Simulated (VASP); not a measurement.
# SnO2 (P2_1) in VASP: single point with PBE+D3(BJ)

Aim: the single point of SnO2 with PBE+D3(BJ).

Program: VASP 6.6.1. These are calculated values, not measurements. Logs are shortened: lines on timing, memory, paths and dates and some standing lists are left out, and cuts for length are marked.

## (1) The cell of the first run

It takes space group P2_1 (No. 4, monoclinic). Conventional cell: a = 3.211 Å, b = 10.337 Å, c = 3.211 Å, α = 90.00°, β = 120.00°, γ = 90.00°. Within 2.8 Å of Sn (site symmetry 1) lie 6 O at 2.11 to 2.12 Å. Within 2.8 Å of O (site symmetry 1) lie 3 Sn at 2.11 to 2.12 Å and 3 O at 2.75 Å. O (site symmetry 1) has 3 Sn at 2.11 to 2.12 Å and 3 O at 2.75 Å within 2.8 Å.

## (2) Single point, PBE+D3(BJ) (atoms displaced along several vibrational modes)

INCAR reads:

```
  ALGO = Normal
  EDIFF = 1E-7
  ENCUT = 520
  GGA = PE
  ISIF = 2
  ISMEAR = 0
  IVDW = 12
  LASPH = T
  LCHARG = T
  LELF = T
  LREAL = F
  LVHAR = T
  LWAVE = F
  NBANDS = 35
  NELM = 60
  PREC = Accurate
  SIGMA = 0.05
```

KPOINTS reads:

```
k-points
0
Gamma
  12 12 4
```

POSCAR reads:

```
SnO2
1.0
    3.2112908149      0.0000000000      0.0000000000
   -1.6056454074      2.7810594246      0.0000000000
    0.0000000000      0.0000000000     10.3366770592
Sn O
2 4
Direct
   -0.2700302570     -0.1501055664      0.5000000000
    0.2700302570      0.1501055664      0.0000000000
    0.3932420504      0.1813408961      0.4018520904
    0.9400912829      0.4853257706      0.0981479096
    0.0599087171      0.5146742294      0.5981479096
    0.6067579496      0.8186591039      0.9018520904
```

Potentials or basis: VASP PAW PBE potentials, release 64 (Sn_d, O).

The run is started by

```console
> cat potpaw_PBE.64/Sn_d/POTCAR potpaw_PBE.64/O/POTCAR > POTCAR
> mpirun -np 1 vasp_std > vasp.out
```

OUTCAR:

```text
EDIFF = 1E-7
   ENCUT = 520
   GGA = PE
   ISIF = 2
   ISMEAR = 0
   IVDW = 12
   LASPH = T
   LREAL = F
   NELM = 60
   PREC = Accurate
 IVDW          = 12

 ion  position               nearest neighbor table
   1  0.730  0.850  0.500-   3 2.11   5 2.11   5 2.11   3 2.12   3 2.12   5 2.12
   2  0.270  0.150  0.000-   6 2.11   4 2.11   4 2.11   6 2.12   6 2.12   4 2.12
   3  0.393  0.181  0.402-   1 2.11   1 2.12   1 2.12
   4  0.940  0.485  0.098-   2 2.11   2 2.11   2 2.12
   5  0.060  0.515  0.598-   1 2.11   1 2.11   1 2.12
   6  0.607  0.819  0.902-   2 2.11   2 2.12   2 2.12

  LATTYP: Found a hexagonal cell.
 ALAT       =     3.2112908149
 C/A-ratio  =     3.2188542412

  Lattice vectors:

 A1 = (   3.2112908149,   0.0000000000,   0.0000000000)
 A2 = (  -1.6056454074,   2.7810594246,   0.0000000000)
 A3 = (   0.0000000000,   0.0000000000,  10.3366770592)

Analysis of symmetry for initial positions (statically):
=====================================================================
 Subroutine PRICEL returns:
 Original cell was already a primitive cell.

 Routine SETGRP: Setting up the symmetry group for a
 hexagonal supercell.

 Subroutine GETGRP returns: Found  2 space group operations
 (whereof  1 operations were pure point group operations)
 out of a pool of 24 trial point group operations.

The static configuration has the point symmetry C_1 .
 The point group associated with its full space group is C_2 .

Analysis of symmetry for dynamics (positions and initial velocities):
=====================================================================
 Subroutine PRICEL returns:
 Original cell was already a primitive cell.

 Routine SETGRP: Setting up the symmetry group for a
 hexagonal supercell.

 Subroutine GETGRP returns: Found  2 space group operations
 (whereof  1 operations were pure point group operations)
 out of a pool of 24 trial point group operations.

The dynamic configuration has the point symmetry C_1 .
 The point group associated with its full space group is C_2 .

 Subroutine INISYM returns: Found  2 space group operations
 (whereof  1 operations are pure point group operations),
 and found     1 'primitive' translations

----------------------------------------------------------------------------------------

                                     Primitive cell

  volume of cell :      92.3147

  direct lattice vectors                    reciprocal lattice vectors
     3.211290815  0.000000000  0.000000000     0.311401258  0.179787600  0.000000000
    -1.605645407  2.781059425  0.000000000     0.000000000  0.359575200  0.000000000
     0.000000000  0.000000000 10.336677059     0.000000000  0.000000000  0.096742889

  length of vectors
     3.211290815  3.211290815 10.336677059     0.359575200  0.359575200  0.096742889

  position of ions in fractional coordinates (direct lattice)
     0.729969743  0.849894434  0.500000000
     0.270030257  0.150105566  0.000000000
     0.393242050  0.181340896  0.401852090
     0.940091283  0.485325771  0.098147910
     0.059908717  0.514674229  0.598147910
     0.606757950  0.818659104  0.901852090

  ion indices of the primitive-cell ions
   primitive index   ion index
                 1           1
                 2           2
                 3           3
                 4           4
                 5           5
                 6           6

----------------------------------------------------------------------------------------

 KPOINTS: k-points

Automatic generation of k-mesh.
 Grid dimensions read from file:
 generate k-points for:   12   12    4

 Generating k-lattice:

  Cartesian coordinates                     Fractional coordinates (reciprocal lattice)
     0.025950105  0.014982300  0.000000000     0.083333333  0.000000000  0.000000000
     0.000000000  0.029964600  0.000000000     0.000000000  0.083333333  0.000000000
     0.000000000  0.000000000  0.024185722     0.000000000  0.000000000  0.250000000

  Length of vectors
     0.029964600  0.029964600  0.024185722

  Shift w.r.t. Gamma in fractional coordinates (k-lattice)
     0.000000000  0.000000000  0.000000000

 Subroutine IBZKPT returns following result:
 ===========================================

 Found    222 irreducible k-points:

 Following reciprocal coordinates:
            Coordinates               Weight
  0.000000  0.000000  0.000000      1.000000
  0.083333  0.000000  0.000000      2.000000
  0.000000  0.083333  0.000000      2.000000
 -0.083333  0.083333  0.000000      2.000000
  0.166667  0.000000  0.000000      2.000000
  0.000000  0.166667  0.000000      2.000000
[... 16 lines left out ...]
  0.166667  0.083333  0.000000      2.000000
 -0.083333  0.250000  0.000000      2.000000
 [... further k-points ...]
   k-points           NKPTS =    222   k-points in BZ     NKDIM =    222   number of bands    NBANDS=     35
   number of dos      NEDOS =    301   number of ions     NIONS =      6
   total plane-waves  NPLWV =  46080
   dimension x,y,z NGX =    24 NGY =   24 NGZ =   80
   dimension x,y,z NGXF=    48 NGYF=   48 NGZF=  160
   ions per type =               2   4
   NGX,Y,Z   is equivalent  to a cutoff of  12.42, 12.42, 12.87 a.u.
   NGXF,Y,Z  is equivalent  to a cutoff of  24.85, 24.85, 25.73 a.u.
 SYSTEM =  unknown system
   PREC   = accura    normal or accurate (medium, high low for compatibility)
   ISTART =      0    job   : 0-new  1-cont  2-samecut
   ICHARG =      2    charge: 1-file 2-atom 10-const
   ISPIN  =      1    spin polarized calculation?
   LNONCOLLINEAR =      F non collinear calculations
   LSORBIT =      F    spin-orbit coupling
   LASPH  =      T    aspherical Exc in radial PAW
   ENCUT  =  520.0 eV  38.22 Ry    6.18 a.u.   5.97  5.97 19.22*2*pi/ulx,y,z
   NELM   =     60;   NELMIN=  2; NELMDL= -5     # of ELM steps
   EDIFF  = 0.1E-06   stopping-criterion for ELM
   LREAL  =      F    real-space projection
   EDIFFG = 0.1E-05   stopping-criterion for IOM
   NSW    =      0    number of steps for IOM
   IBRION =     -1    ionic relax: 0-MD 1-quasi-New 2-CG
   NFREE  =      0    steps in history (QN), initial steepest desc. (CG)
   ISIF   =      2    stress and relaxation
   ISYM   =      2    0-nonsym 1-usesym 2-fastsym
   POTIM  = 0.5000    time-step for ionic-motion
   TEBEG  =    0.0;   TEEND  =   0.0 temperature during run
   PSTRESS=    0.0 pullay stress
   NELECT =      52.0000    total number of electrons
   NUPDOWN=      -1.0000    fix difference up-down
   EMIN   =  10.00;   EMAX   =-10.00  energy-range for DOS
   EFERMI =   0.00;   METHOD = LEGACY
   ISMEAR =     0;   SIGMA  =   0.05  broadening in eV -4-tet -1-fermi 0-gaus
   EFERMI_NEDOS =   21; number of points for ismear=-14 and -15
   IALGO  =     38    algorithm
   IMIX   =      4    mixing-type and parameters
     AMIX     =   0.40;   BMIX     =  1.00
     AMIX_MAG =   1.60;   BMIX_MAG =  1.00
  volume/ion in A,a.u.               =      15.39       103.83
  Fermi-wavevector in a.u.,A,eV,Ry     =   1.352028  2.554962 24.871171  1.827980
  Thomas-Fermi vector in A             =   2.479401
   LORBIT       =      0    0 simple, 1 ext, 2 COOP (PROOUT), +10 PAW based schemes
   GGA     = PE    functional components
   LHFCALC =     F    Hartree Fock is set to
   AEXX    =    0.0000 exact exchange contribution
   IVDW    =    12    specifies the selected vdW correction
   LEPSILON=     F    determine dielectric tensor
   LRPA    =     F    only Hartree local field effects (RPA)
 non-spin polarized calculation
 Gauss-broadening in eV      SIGMA  =   0.05
  energy-cutoff  :      520.00
  volume of cell :       92.31
 maximum number of plane-waves:      2520
   NGX = 11   NGY = 11   NGZ = 39

 number of electron      51.9999990 magnetization

 Free energy of the ion-electron system (eV)
  ---------------------------------------------------
  ext. energy  EPLUGINS =         0.00000000
  ---------------------------------------------------
  free energy    TOTEN  =       -36.37015071 eV

  energy without entropy =      -36.37015071  energy(sigma->0) =      -36.37015071

 E-fermi :   2.7744     XC(G=0):  -9.5436

 val. band max:        2.5463196864   @ k =  -0.2500   0.4167   0.0000
 cond. band min:       4.7641100744   @ k =   0.0000   0.0000   0.0000
 fundamental gap:      2.2177903879
 Fermi energy:         2.7743675102

 k-point     1 :       0.0000    0.0000    0.0000
  band No.  band energies     occupation
      1     -17.4074      2.00000
      2     -17.4068      2.00000
      3     -17.1790      2.00000
      4     -17.1789      2.00000
      5     -17.1788      2.00000
      6     -17.1787      2.00000
[... 27 lines left out ...]
     34      13.9006      0.00000
     35      13.9268      0.00000

 k-point     2 :       0.0833    0.0000    0.0000
  band No.  band energies     occupation
      1     -17.3797      2.00000
      2     -17.3793      2.00000
      3     -17.2359      2.00000
      4     -17.2355      2.00000
      5     -17.1634      2.00000
      6     -17.1634      2.00000
[... 27 lines left out ...]
     34      14.0364      0.00000
     35      14.0597      0.00000

 k-point     3 :       0.0000    0.0833    0.0000
  band No.  band energies     occupation
      1     -17.3797      2.00000
      2     -17.3794      2.00000
      3     -17.2360      2.00000
      4     -17.2355      2.00000
      5     -17.1633      2.00000
      6     -17.1633      2.00000
[... 27 lines left out ...]
     34      14.0378      0.00000
     35      14.0603      0.00000
[... 723 lines left out ...]
 k-point    23 :       0.1667    0.0833    0.0000
  band No.  band energies     occupation
      1     -17.5291      2.00000
      2     -17.5274      2.00000
      3     -17.2664      2.00000
      4     -17.2663      2.00000
      5     -17.0870      2.00000
      6     -17.0869      2.00000
[... 27 lines left out ...]
     34      14.2619      0.00000
     35      14.5608      0.00000

 k-point    24 :      -0.0833    0.2500    0.0000
  band No.  band energies     occupation
      1     -17.5294      2.00000
      2     -17.5274      2.00000
      3     -17.2666      2.00000
      4     -17.2664      2.00000
      5     -17.0867      2.00000
      6     -17.0866      2.00000
[... 27 lines left out ...]
     34      14.2207      0.00000
     35      14.5555      0.00000

 [... further k-points ...]

------------------------ aborting loop because EDIFF is reached ----------------------------------------

 Edisp (eV)   -0.98764

 E8    (eV) :    -0.3867

  FORCE on cell =-STRESS in cart. coord.  units (eV):
  Direction    XX          YY          ZZ          XY          YZ          ZX
  --------------------------------------------------------------------------------------
  -------------------------------------------------------------------------------------
  Total       0.60664     0.58998    -0.66591     0.04937     0.00000     0.00000
  in kB      10.52856    10.23944   -11.55728     0.85687     0.00000     0.00000
  external pressure =        3.07 kB  Pullay stress =        0.00 kB

 VOLUME and BASIS-vectors are now :
 -----------------------------------------------------------------------------
  energy-cutoff  :      520.00
  volume of cell :       92.31
      direct lattice vectors                 reciprocal lattice vectors
     3.211290815  0.000000000  0.000000000     0.311401258  0.179787600  0.000000000
    -1.605645407  2.781059425  0.000000000     0.000000000  0.359575200  0.000000000
     0.000000000  0.000000000 10.336677059     0.000000000  0.000000000  0.096742889

 POSITION                                       TOTAL-FORCE (eV/Angst)
 -----------------------------------------------------------------------------------
      0.97952      2.36361      5.16834        -0.114983     -0.076923      0.012499
      0.62613      0.41745      0.00000         0.114983      0.076923      0.012499
      0.97165      0.50432      4.15382         0.044048      0.033109     -0.113284
      2.23965      1.34972      1.01452        -0.049443     -0.033254      0.100785
     -0.63400      1.43134      6.18286         0.049443      0.033254      0.100785
      0.63400      2.27674      9.32215        -0.044048     -0.033109     -0.113284
 -----------------------------------------------------------------------------------
    total drift:                                0.000000      0.000000     -0.000130

  FREE ENERGIE OF THE ION-ELECTRON SYSTEM (eV)
  ---------------------------------------------------
  free  energy   TOTEN  =       -37.3577883781 eV

  energy  without entropy=      -37.3577883781  energy(sigma->0) =      -37.35778838
```

Run time: 21 min. Hardware: 1 thread of Intel Xeon 8259CL, shared host; peak memory 0.59 GiB.

What came out:

```yaml
Free_energy: -37.3578 eV
Pressure: 0.3 GPa
Largest_force: 0.139 eV/Å
Band_gap_on_the_k_mesh: 2.22 eV (least direct gap 2.50 eV)
Dispersion_energy_per_atom: -0.165 eV
```

Forces on the atoms (eV/Å):
```
Sn  -0.115 -0.077  0.012
Sn   0.115  0.077  0.012
O    0.044  0.033 -0.113
O   -0.049 -0.033  0.101
O    0.049  0.033  0.101
O   -0.044 -0.033 -0.113
```

Levels at points of the mesh, in eV from the valence-band top:
| k point | band 24 | band 25 | band 26 | band 27 | band 28 | band 29 |
| --- | --- | --- | --- | --- | --- | --- |
| (0.00, 0.00, 0.00) | -0.79 | -0.77 | -0.28 | 2.22 | 3.10 | 5.68 |
| (0.50, 0.00, 0.00) | -0.43 | -0.22 | -0.19 | 5.38 | 5.39 | 7.35 |
| (0.00, 0.50, 0.00) | -0.43 | -0.32 | -0.09 | 5.36 | 5.42 | 7.22 |
| (0.50, 0.50, 0.00) | -0.43 | -0.35 | -0.06 | 5.35 | 5.43 | 7.19 |
| (0.00, 0.00, 0.50) | -0.79 | -0.68 | -0.68 | 2.67 | 2.67 | 5.80 |
| (0.50, 0.00, 0.50) | -0.46 | -0.22 | -0.22 | 5.39 | 5.39 | 7.37 |
| (0.00, 0.50, 0.50) | -0.46 | -0.21 | -0.21 | 5.39 | 5.39 | 7.39 |
| (0.50, 0.50, 0.50) | -0.45 | -0.21 | -0.21 | 5.39 | 5.39 | 7.40 |

Caveat: the cell differs from its parent crystal (atoms displaced along several vibrational modes); spin-orbit coupling is left out, which moves the levels of the heavy elements.
